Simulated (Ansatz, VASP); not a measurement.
Given: the input of a run of VASP 6.6.1 on FeO.

The input INCAR:

```
PREC = Accurate ; ENCUT = 600
EDIFF = 1E-6 ; ISMEAR = -1
SIGMA = 0.05 ; LREAL = False
LASPH = True ; NELM = 200
ALGO = Normal ; ISIF = 2
LWAVE = False ; LCHARG = True
ISPIN = 2 ; MAGMOM = 3 0
LORBIT = 11 ; LMAXMIX = 4
GGA = PE ; LELF = True
LVHAR = True ; NBANDS = 22
GGA_COMPAT = False
```

File KPOINTS:

```
regular mesh
0
Gamma
  11 11 11
```

File POSCAR:

```
FeO
1.0
    0.0000000000      2.1409337923      2.1409337923
    2.1409337923      0.0000000000      2.1409337923
    2.1409337923      2.1409337923      0.0000000000
Fe O
1 1
Direct
    0.0000000000      0.0000000000      0.0000000000
    0.5000000000      0.5000000000      0.5000000000
```

Potentials or basis: VASP PAW PBE potentials, release 64 (Fe_sv, O).

Command:

```console
$ cat potpaw_PBE.64/Fe_sv/POTCAR potpaw_PBE.64/O/POTCAR > POTCAR
$ mpirun -np 1 vasp_std > vasp.out
```

Q: Translate it to Ansatz 0.2.0. Potentials there: Ansatz PAW.

A: As run (the cutoff follows the program's own potentials):

File input.yaml:

```yaml
crystal:
  lattice:
    - [0.0, 2.1409337923, 2.1409337923]
    - [2.1409337923, 0.0, 2.1409337923]
    - [2.1409337923, 2.1409337923, 0.0]
  atoms:
    - { symbol: Fe, position: [0.0, 0.0, 0.0], spin: 3.0 }
    - { symbol: O, position: [0.5, 0.5, 0.5] }
hamiltonian:
  xc: pbe
  pseudopotentials: { kind: paw }
magnetization:
  spin_polarized: true
kpoints:
  mp_grid: { grid: [11, 11, 11] }
scf:
  occupations: { method: fermi_dirac, width: 0.05 }
output:
  forces: true
  stress: true
  eigenvalues: true
```

Potentials or basis: Ansatz PAW.

The run is started by

```console
$ ansatz run input.yaml --threads 2 --pin off --max-ram 5632MiB --backend cpu --events-out ev --progress --plain --runs-dir out
```

Both were run:

|  | VASP | Ansatz | Ansatz less VASP |
| --- | --- | --- | --- |
| gap on the k mesh at the Fermi level (eV) | none | none | - |
| pressure (GPa) | 1.3 | 3.7 | +2.40 |
| net moment per atom (μB) | 2.00 | 2.00 | 0.000 |
| size of the moment on the site where the two differ most (μB) | 3.48 | 3.44 | -0.035 |

Site moments also hang on the region over which each program counts them. A gap of «none» marks a metal or a gap that the smearing closes.
